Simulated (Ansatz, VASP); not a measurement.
# BAs in VASP and in Ansatz

File INCAR:

```
ALGO     = Normal         # electronic algorithm
EDIFF    = 1E-8           # SCF threshold, eV
ENCUT    = 520            # plane-wave cutoff, eV
GGA      = CA             # functional
ISIF     = 2              # what is computed and relaxed
ISMEAR   = -1             # smearing method
LASPH    = True           # aspherical terms in the spheres
LCHARG   = False          # write CHGCAR
LEFG     = True         
LREAL    = False          # projectors in reciprocal space
LWAVE    = False          # write WAVECAR
NBANDS   = 11             # bands
NELM     = 60             # most SCF steps
PREC     = Accurate       # precision mode
SIGMA    = 0.03           # smearing width, eV
```

Contents of KPOINTS:

```
k-points
0
Gamma
  15 15 15
```

Contents of POSCAR:

```
BAs
1.0
    0.0000000000      2.3407300000      2.3885000000
    2.3407300000      0.0000000000      2.3885000000
    2.3407300000      2.3407300000      0.0000000000
B As
1 1
Direct
    0.0000000000      0.0000000000      0.0000000000
    0.7500000000      0.7500000000      0.7500000000
```

Input for Ansatz:

```yaml
crystal:
  lattice:
    - [0.0, 2.34073, 2.3885]
    - [2.34073, 0.0, 2.3885]
    - [2.34073, 2.34073, 0.0]
  atoms:
    - { symbol: B, position: [0.0, 0.0, 0.0] }
    - { symbol: As, position: [0.75, 0.75, 0.75] }
kpoints:
  mp_grid: { grid: [15, 15, 15] }
scf:
  occupations: { method: fermi_dirac, width: 0.03 }
hamiltonian:
  xc: lda
  pseudopotentials: { kind: all_electron, datasets: crystal }
output:
  forces: true
  stress: true
  eigenvalues: true
  efg: { contact_densities: true }
```

Change from the starting cell: equal xx and yy strain of -2 %, crystal datasets.

Alike in both runs: task electric field gradients; functional LDA; k mesh 15 × 15 × 15; occupations fermi-dirac, width 0.03 eV; no spin polarisation.

|  | VASP | Ansatz |
| --- | --- | --- |
| version | VASP 6.6.1 | Ansatz 0.2.0 |
| potentials or method | VASP PAW LDA potentials, release 64 (B, As), cutoff 520 eV | all-electron PAW with datasets made for the crystal, scalar-relativistic |

VASP gave:

| Quantity | Value |
| --- | --- |
| pressure (GPa) | 2.8 |
| traceless stress, the component that is largest in VASP (GPa) | -2.98 |
| size of Vzz on the site where it differs most (V/Å²) | 2.7 |

Q: Estimate Ansatz's values.

A: Pressure (GPa): 1.8; traceless stress, the component that is largest in VASP (GPa): -3.00; size of Vzz on the site where it differs most (V/Å²): 2.6.

LDA's correlation is that of Perdew and Zunger in VASP and of Perdew and Wang (1992) in Ansatz. Ansatz ran all-electron here, and VASP with PAW potentials.
